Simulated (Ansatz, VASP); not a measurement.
**MgAlPS4 in VASP and in Ansatz**

```
CELL_PARAMETERS angstrom
-2.76963 2.76963 5.27175
2.76963 -2.76963 5.27175
2.76963 2.76963 -5.27175
ATOMIC_POSITIONS crystal
Mg 0.50000 0.50000 0.00000
Al 0.00000 0.00000 0.00000
P 0.25000 0.75000 0.50000
S 0.37064 0.35506 0.46836
S 0.09772 0.62936 0.98442
S 0.64494 0.11330 0.01558
S 0.88670 0.90228 0.53164
```

Alike in both runs: functional PBE; k mesh 8 × 8 × 8; occupations gaussian, width 0.02 eV; no spin polarisation.

Ansatz relaxed the structure, and its values are those at the end. VASP's run is a single point on that final structure, the one shown.

|  | VASP | Ansatz |
| --- | --- | --- |
| version | VASP 6.6.1 | Ansatz 0.2.0 |
| potentials or method | VASP PAW PBE potentials, release 64 (Mg, Al, P, S), cutoff 520 eV | scalar-relativistic, plane waves, PAW |
| valence electrons in the cell | 34 | 42 |

Ansatz gave:

- gap on the k mesh at the Fermi level (eV): 0.70
- least direct gap on the mesh (eV): 1.13
- pressure (GPa): 0.0
- rms of the force components (eV/Å): 0.002

Q: What did VASP give for the same quantities?

A: gap on the k mesh at the Fermi level (eV): 0.70; least direct gap on the mesh (eV): 1.13; pressure (GPa): -0.2; rms of the force components (eV/Å): 0.006.

VASP's potentials hold 34 valence electrons a cell and Ansatz's 42, so a difference there can come from the potentials and not from the codes.
